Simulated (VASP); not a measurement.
# Zn15Se16 (a cell with a defect) in VASP: single point with PBEsol

Aim: the single point of Zn15Se16 (a cell with a defect) with PBEsol.

Everything below comes from runs of VASP 6.6.1. Logs are shortened: lines on timing, memory, paths and dates and some standing lists are left out, and cuts for length are marked.

## Step 1: The cell of the first run

The cell holds a defect, 31 atoms: a = 9.757 Å, b = 9.757 Å, c = 9.757 Å, α = 109.47°, β = 109.47°, γ = 109.47°.

## Step 2: Single point, PBEsol

INCAR reads:

```
SYSTEM = Zn15Se16
ALGO = Normal
EDIFF = 1E-7
ENCUT = 520
GGA = PS
ISIF = 2
ISMEAR = 0
LASPH = .True.
LCHARG = .True.
LELF = .True.
LREAL = Auto
LVHAR = .True.
LWAVE = .False.
NBANDS = 159
NELECT = 278.0
NELM = 80
PREC = Accurate
SIGMA = 0.02
```

KPOINTS reads:

```
Automatic mesh
0
Gamma
  2 2 2
  0.5 0.5 0.5
```

POSCAR reads:

```
Zn15Se16
1.0
   -5.6332473954      5.6332473954     -5.6332473954
    5.6332473954      5.6332473954      5.6332473954
    5.6332473954     -5.6332473954     -5.6332473954
Zn Se
15 16
Direct
    0.0114602636      0.5030538872      0.4999999649
    0.5030539760      0.2500000268      0.2614602904
    0.7499999917      0.7499999917      0.5000000537
    0.2500000268      0.5030539760      0.2614602904
    0.5030538872      0.0114602636      0.4999999649
   -0.0030539223      0.7584063330      0.2469460157
    0.7499999917      0.2499999381      0.0000000000
    0.4885397013      0.4885397013     -0.0084063413
    0.7584063330     -0.0030539223      0.2469460157
    0.0114602636      0.2499999381      0.7530539141
    0.2499999381      0.7499999917      0.0000000000
   -0.0030539223     -0.0030539223      0.0084063413
    0.7415936505      0.4885397901      0.7385397281
    0.4885397901      0.7415936505      0.7385397281
    0.2499999381      0.0114602636      0.7530539141
    0.2500000268      0.2500000268      0.7345088383
    0.0003581416      0.4987736740      0.7487736121
    0.4845088114      0.2500000268      0.5000000537
    0.7484154705      0.7484154705      0.7496418502
    0.2500000268      0.4845088114      0.5000000537
    0.4987736740      0.0003581416      0.7487736121
    0.0012263797      0.7515845130      0.5000000537
    0.7515845130      0.2500000268      0.2512264065
    0.4987735852      0.4987735852      0.2503580796
    0.7515845130      0.0012263797      0.5000000537
    0.0012263797      0.2499999381      0.0015845212
    0.2500000268      0.7515845130      0.2512264065
    0.0154912422      0.0154912422      0.2654912691
    0.7484154705      0.4996419121     -0.0015845212
    0.4996419121      0.7484154705     -0.0015845212
    0.2499999381      0.0012263797      0.0015845212
```

Potentials or basis: VASP PAW PBE potentials, release 64 (Zn, Se).

Launch:

```console
$ cat potpaw_PBE.64/Zn/POTCAR potpaw_PBE.64/Se/POTCAR > POTCAR
$ mpirun -np 1 vasp_std > vasp.out
```

OUTCAR:

```text
SYSTEM = Zn15Se16
   EDIFF = 1E-7
   ENCUT = 520
   GGA = PS
   ISIF = 2
   ISMEAR = 0
   LASPH = .True.
   LREAL = Auto
   NELECT = 278.0
   NELM = 80
   PREC = Accurate

 ion  position               nearest neighbor table
   1  0.011  0.503  0.500-  20 2.39  22 2.46  23 2.48  17 2.48
   2  0.503  0.250  0.261-  18 2.39  23 2.46  24 2.48  31 2.48
   3  0.750  0.750  0.500-  19 2.45  22 2.45  25 2.45  24 2.45
   4  0.250  0.503  0.261-  20 2.39  27 2.46  24 2.48  26 2.48
   5  0.503  0.011  0.500-  18 2.39  25 2.46  27 2.48  21 2.48
   6  0.997  0.758  0.247-  28 2.39  29 2.46  27 2.48  22 2.48
   7  0.750  0.250  0.000-  21 2.45  23 2.45  26 2.45  29 2.45
   8  0.489  0.489  0.992-  16 2.39  24 2.46  29 2.48  30 2.48
   9  0.758  0.997  0.247-  28 2.39  30 2.46  23 2.48  25 2.48
  10  0.011  0.250  0.753-  16 2.39  26 2.46  25 2.48  17 2.48
  11  0.250  0.750  0.000-  17 2.45  27 2.45  31 2.45  30 2.45
  12  0.997  0.997  0.008-  28 2.39  19 2.46  26 2.48  31 2.48
  13  0.742  0.489  0.739-  18 2.39  17 2.46  19 2.48  29 2.48
  14  0.489  0.742  0.739-  20 2.39  21 2.46  19 2.48  30 2.48
  15  0.250  0.011  0.753-  16 2.39  31 2.46  22 2.48  21 2.48
  16  0.250  0.250  0.735-   8 2.39  15 2.39  10 2.39
  17  0.000  0.499  0.749-  11 2.45  13 2.46   1 2.48  10 2.48
  18  0.485  0.250  0.500-   5 2.39  13 2.39   2 2.39
  19  0.748  0.748  0.750-   3 2.45  12 2.46  13 2.48  14 2.48
  20  0.250  0.485  0.500-   1 2.39  14 2.39   4 2.39
  21  0.499  0.000  0.749-   7 2.45  14 2.46   5 2.48  15 2.48
  22  0.001  0.752  0.500-   3 2.45   1 2.46  15 2.48   6 2.48
  23  0.752  0.250  0.251-   7 2.45   2 2.46   1 2.48   9 2.48
  24  0.499  0.499  0.250-   3 2.45   8 2.46   4 2.48   2 2.48
  25  0.752  0.001  0.500-   3 2.45   5 2.46  10 2.48   9 2.48
  26  0.001  0.250  0.002-   7 2.45  10 2.46  12 2.48   4 2.48
  27  0.250  0.752  0.251-  11 2.45   4 2.46   5 2.48   6 2.48
  28  0.015  0.015  0.265-   6 2.39   9 2.39  12 2.39
  29  0.748  0.500  0.998-   7 2.45   6 2.46   8 2.48  13 2.48
  30  0.500  0.748  0.998-  11 2.45   9 2.46   8 2.48  14 2.48
  31  0.250  0.001  0.002-  11 2.45  15 2.46  12 2.48   2 2.48

  LATTYP: Found a body centered cubic cell.
 ALAT       =    11.2664947908

  Lattice vectors:

 A1 = (  -5.6332473954,   5.6332473954,  -5.6332473954)
 A2 = (   5.6332473954,   5.6332473954,   5.6332473954)
 A3 = (   5.6332473954,  -5.6332473954,  -5.6332473954)

Analysis of symmetry for initial positions (statically):
=====================================================================
 Subroutine PRICEL returns:
 Original cell was already a primitive cell.

 Routine SETGRP: Setting up the symmetry group for a
 body centered cubic supercell.

 Subroutine GETGRP returns: Found 24 space group operations
 (whereof  2 operations were pure point group operations)
 out of a pool of 48 trial point group operations.

The static configuration has the point symmetry C_1h.
 The point group associated with its full space group is T_d .

Analysis of symmetry for dynamics (positions and initial velocities):
=====================================================================
 Subroutine PRICEL returns:
 Original cell was already a primitive cell.

 Routine SETGRP: Setting up the symmetry group for a
 body centered cubic supercell.

 Subroutine GETGRP returns: Found 24 space group operations
 (whereof  2 operations were pure point group operations)
 out of a pool of 48 trial point group operations.

The dynamic configuration has the point symmetry C_1h.
 The point group associated with its full space group is T_d .

 Subroutine INISYM returns: Found 24 space group operations
 (whereof  2 operations are pure point group operations),
 and found     1 'primitive' translations

----------------------------------------------------------------------------------------

                                     Primitive cell

  volume of cell :     715.0501

  direct lattice vectors                    reciprocal lattice vectors
    -5.633247395  5.633247395 -5.633247395     0.000000000  0.088758750 -0.088758750
     5.633247395  5.633247395  5.633247395     0.088758750  0.088758750  0.000000000
     5.633247395 -5.633247395 -5.633247395     0.088758750  0.000000000 -0.088758750

  length of vectors
     9.757070700  9.757070700  9.757070700     0.125523829  0.125523829  0.125523829

  position of ions in fractional coordinates (direct lattice)
     0.011460264  0.503053887  0.499999965
     0.503053976  0.250000027  0.261460290
     0.749999992  0.749999992  0.500000054
     0.250000027  0.503053976  0.261460290
     0.503053887  0.011460264  0.499999965
     0.996946078  0.758406333  0.246946016
[... 23 lines left out ...]
     0.499641912  0.748415470  0.998415479
     0.249999938  0.001226380  0.001584521

  ion indices of the primitive-cell ions
   primitive index   ion index
                 1           1
                 2           2
                 3           3
                 4           4
                 5           5
                 6           6
[... 23 lines left out ...]
                30          30
                31          31

----------------------------------------------------------------------------------------

 KPOINTS: Automatic mesh

Automatic generation of k-mesh.
 Grid dimensions read from file:
 generate k-points for:    2    2    2

 Generating k-lattice:

  Cartesian coordinates                     Fractional coordinates (reciprocal lattice)
     0.000000000  0.044379375 -0.044379375     0.500000000  0.000000000  0.000000000
     0.044379375  0.044379375  0.000000000     0.000000000  0.500000000  0.000000000
     0.044379375  0.000000000 -0.044379375     0.000000000  0.000000000  0.500000000

  Length of vectors
     0.062761914  0.062761914  0.062761914

  Shift w.r.t. Gamma in fractional coordinates (k-lattice)
     0.500000000  0.500000000  0.500000000

 Subroutine IBZKPT returns following result:
 ===========================================

 Found      2 irreducible k-points:

 Following reciprocal coordinates:
            Coordinates               Weight
  0.250000  0.250000  0.250000      2.000000
 -0.250000  0.250000  0.250000      6.000000
   k-points           NKPTS =      2   k-points in BZ     NKDIM =      2   number of bands    NBANDS=    159
   number of dos      NEDOS =    301   number of ions     NIONS =     31
   total plane-waves  NPLWV = 512000
   dimension x,y,z NGX =    80 NGY =   80 NGZ =   80
   dimension x,y,z NGXF=   160 NGYF=  160 NGZF=  160
   ions per type =              15  16
   NGX,Y,Z   is equivalent  to a cutoff of  13.63, 13.63, 13.63 a.u.
   NGXF,Y,Z  is equivalent  to a cutoff of  27.26, 27.26, 27.26 a.u.
 SYSTEM =  Zn15Se16
   PREC   = accura    normal or accurate (medium, high low for compatibility)
   ISTART =      0    job   : 0-new  1-cont  2-samecut
   ICHARG =      2    charge: 1-file 2-atom 10-const
   ISPIN  =      1    spin polarized calculation?
   LNONCOLLINEAR =      F non collinear calculations
   LSORBIT =      F    spin-orbit coupling
   LASPH  =      T    aspherical Exc in radial PAW
   ENCUT  =  520.0 eV  38.22 Ry    6.18 a.u.  18.14 18.14 18.14*2*pi/ulx,y,z
   NELM   =     80;   NELMIN=  2; NELMDL= -5     # of ELM steps
   EDIFF  = 0.1E-06   stopping-criterion for ELM
   LREAL  =      T    real-space projection
   EDIFFG = 0.1E-05   stopping-criterion for IOM
   NSW    =      0    number of steps for IOM
   IBRION =     -1    ionic relax: 0-MD 1-quasi-New 2-CG
   NFREE  =      0    steps in history (QN), initial steepest desc. (CG)
   ISIF   =      2    stress and relaxation
   ISYM   =      2    0-nonsym 1-usesym 2-fastsym
   POTIM  = 0.5000    time-step for ionic-motion
   TEBEG  =    0.0;   TEEND  =   0.0 temperature during run
   PSTRESS=    0.0 pullay stress
   NELECT =     278.0000    total number of electrons
   NUPDOWN=      -1.0000    fix difference up-down
   EMIN   =  10.00;   EMAX   =-10.00  energy-range for DOS
   EFERMI =   0.00;   METHOD = LEGACY
   ISMEAR =     0;   SIGMA  =   0.02  broadening in eV -4-tet -1-fermi 0-gaus
   EFERMI_NEDOS =   21; number of points for ismear=-14 and -15
   IALGO  =     38    algorithm
   IMIX   =      4    mixing-type and parameters
     AMIX     =   0.40;   BMIX     =  1.00
     AMIX_MAG =   1.60;   BMIX_MAG =  1.00
  volume/ion in A,a.u.               =      23.07       155.66
  Fermi-wavevector in a.u.,A,eV,Ry     =   1.194843  2.257926 19.424363  1.427650
  Thomas-Fermi vector in A             =   2.330823
   LORBIT       =      0    0 simple, 1 ext, 2 COOP (PROOUT), +10 PAW based schemes
   GGA     = PS    functional components
   LHFCALC =     F    Hartree Fock is set to
   AEXX    =    0.0000 exact exchange contribution
   IVDW    =     0    specifies the selected vdW correction
   LEPSILON=     F    determine dielectric tensor
   LRPA    =     F    only Hartree local field effects (RPA)
 non-spin polarized calculation
 Gauss-broadening in eV      SIGMA  =   0.02
  energy-cutoff  :      520.00
  volume of cell :      715.05
 maximum number of plane-waves:     19368
 NGX is ok and might be reduce to    80
   NGX = 37   NGY = 37   NGZ = 37

 number of electron     278.0000034 magnetization

 Free energy of the ion-electron system (eV)
  ---------------------------------------------------
  ext. energy  EPLUGINS =         0.00000000
  ---------------------------------------------------
  free energy    TOTEN  =      -100.81951029 eV

  energy without entropy =     -100.81951029  energy(sigma->0) =     -100.81951029

 E-fermi :   1.4711     XC(G=0):  -9.5407

 val. band max:        1.3502823543   @ k =   0.2500   0.2500   0.2500
 cond. band min:       4.1803018339   @ k =   0.2500   0.2500   0.2500
 fundamental gap:      2.8300194796
 Fermi energy:         1.4711174047

 k-point     1 :       0.2500    0.2500    0.2500
  band No.  band energies     occupation
      1     -11.5161      2.00000
      2     -11.5161      2.00000
      3     -11.5161      2.00000
      4     -11.3414      2.00000
      5     -10.9754      2.00000
      6     -10.9754      2.00000
[... 143 lines left out ...]
    150       5.0938      0.00000
    151       5.0938      0.00000

 k-point     2 :      -0.2500    0.2500    0.2500
  band No.  band energies     occupation
      1     -11.7136      2.00000
      2     -11.3390      2.00000
      3     -11.2788      2.00000
      4     -11.2788      2.00000
      5     -11.2352      2.00000
      6     -11.0771      2.00000
[... 143 lines left out ...]
    150       5.6362      0.00000
    151       5.6456      0.00000
 [bands above 151 left out]

------------------------ aborting loop because EDIFF is reached ----------------------------------------

  FORCE on cell =-STRESS in cart. coord.  units (eV):
  Direction    XX          YY          ZZ          XY          YZ          ZX
  --------------------------------------------------------------------------------------
  -------------------------------------------------------------------------------------
  Total       11.3456355     11.3456355     11.3456355      0.0000000      0.0000000     -0.0000000
  in kB       25.4216036     25.4216036     25.4216036      0.0000000      0.0000000     -0.0000000
  external PRESSURE =      25.4216036 kB  Pullay stress =       0.0000000 kB

 VOLUME and BASIS-vectors are now :
 -----------------------------------------------------------------------------
  energy-cutoff  :      520.00
  volume of cell :      715.05
      direct lattice vectors                 reciprocal lattice vectors
    -5.633247395  5.633247395 -5.633247395     0.000000000  0.088758750 -0.088758750
     5.633247395  5.633247395  5.633247395     0.088758750  0.088758750  0.000000000
     5.633247395 -5.633247395 -5.633247395     0.088758750  0.000000000 -0.088758750

 POSITION                                       TOTAL-FORCE (eV/Angst)
 -----------------------------------------------------------------------------------
      5.58589      0.08176     -0.04736         0.010023      0.003813      0.010023
      0.04735      2.76927     -2.89839        -0.010023      0.010023     -0.003813
      2.81662      5.63325     -2.81662         0.000000     -0.000000     -0.000000
      2.89839      2.76927     -0.04735         0.003813      0.010023      0.010023
      0.04736      0.08176     -5.58589        -0.010023      0.003813     -0.010023
      0.04735      8.49723     -2.73486        -0.010023     -0.010023      0.003813
[... 23 lines left out ...]
      7.02572      1.40629     -4.22292         0.014208      0.009842     -0.009842
     -1.39248      1.40629     -1.41033        -0.014208      0.009842      0.009842
 -----------------------------------------------------------------------------------
    total drift:                               -0.000457      0.000739      0.000457

  FREE ENERGIE OF THE ION-ELECTRON SYSTEM (eV)
  ---------------------------------------------------
  free  energy   TOTEN  =      -100.8195102925 eV

  energy  without entropy=     -100.8195102925  energy(sigma->0) =     -100.81951029
```

It took 17 min on 1 thread of Intel Xeon 8259CL, shared host; peak memory 1 GiB.

Results:

| Item | Value |
| --- | --- |
| Free energy | -100.8195 eV |
| Largest force | 0.042 eV/Å |

Forces on the atoms (eV/Å):
```
Zn   0.010  0.004  0.010
Zn  -0.010  0.010 -0.004
Zn   0.000  0.000  0.000
Zn   0.004  0.010  0.010
Zn  -0.010  0.004 -0.010
Zn  -0.010 -0.010  0.004
Zn   0.000  0.000  0.000
Zn   0.010 -0.004 -0.010
Zn  -0.004 -0.010  0.010
Zn   0.010 -0.010 -0.004
Zn   0.000  0.000  0.000
Zn  -0.010 -0.004  0.010
Zn  -0.004  0.010 -0.010
Zn   0.010  0.010  0.004
Zn   0.004 -0.010 -0.010
Se  -0.024  0.024  0.024
Se   0.014 -0.010  0.010
Se   0.024 -0.024  0.024
Se   0.010  0.014 -0.010
Se  -0.024 -0.024 -0.024
Se  -0.010 -0.010 -0.014
Se  -0.010 -0.014 -0.010
Se   0.010 -0.010  0.014
Se  -0.010  0.014  0.010
Se   0.010 -0.014  0.010
Se  -0.010  0.010  0.014
Se  -0.014 -0.010 -0.010
Se   0.024  0.024 -0.024
Se   0.010  0.010 -0.014
Se   0.014  0.010 -0.010
Se  -0.014  0.010  0.010
```

Levels at points of the mesh, in eV from the Fermi level:
```tsv
k point	band 136	band 137	band 138	band 139	band 140	band 141	band 142	band 143
(0.25, 0.25, 0.25)	-0.48	-0.12	-0.12	-0.12	2.71	2.71	2.71	2.99
```

Caveat: the cell carries a net charge on a neutralising background, which shifts energy and pressure; the cell is charged against a uniform background, so pressure and absolute levels hang on convention; the PAW data sets were made with another functional, which shifts forces and pressure a little.
